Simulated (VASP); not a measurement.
A run of VASP 6.6.1 is set up as follows.

File INCAR:

```
ALGO = Normal
EDIFF = 1E-6
ENCUT = 520
GGA = PE
ISIF = 2
ISMEAR = 0
LASPH = T
LCHARG = F
LREAL = F
LWAVE = F
NBANDS = 58
NELM = 60
PREC = Accurate
SIGMA = 0.2
```

File KPOINTS:

```
k-points
0
Gamma
  6 6 1
```

Contents of POSCAR:

```
Mg2Zn3O
1.0
    3.0314917007      0.0000000000      0.0000000000
   -1.5157458503      2.6253488241      0.0000000000
    0.0000000000      0.0000000000     22.2872983356
Mg Zn O
4 6 2
Direct
    0.6666666667      0.3333333333      0.5568842165
    0.3333333333      0.6666666667      0.4431157835
    0.3333333333      0.6666666667      0.0568842165
    0.6666666667      0.3333333333      0.9431157835
    0.0000000000      0.0000000000      0.8398352469
    0.3333333333      0.6666666667      0.7500000000
    0.0000000000      0.0000000000      0.6601647531
    0.0000000000      0.0000000000      0.3398352469
    0.6666666667      0.3333333333      0.2500000000
    0.0000000000      0.0000000000      0.1601647531
    0.0000000000      0.0000000000      0.5000000000
    0.0000000000      0.0000000000      0.0000000000
```

Potentials or basis: VASP PAW PBE potentials, release 64 (Mg, Zn, O).

Command:

```sh
$ cat potpaw_PBE.64/Mg/POTCAR potpaw_PBE.64/Zn/POTCAR potpaw_PBE.64/O/POTCAR > POTCAR
$ mpirun -np 1 vasp_std > vasp.out
```

What does it give for the largest force?

0.024 eV/Å.

Predict the pressure.

0.0 GPa.

Estimate the band gap on the k mesh.

zero (band 46 reaches 3.78 eV, above the bottom of band 47 at 2.97 eV).

Stress tensor (GPa, compression positive):
```
 0.10  0.00  0.00
 0.00  0.10  0.00
 0.00  0.00 -0.12
```

Caveat: the k points lie up to 0.40 Å⁻¹ apart.
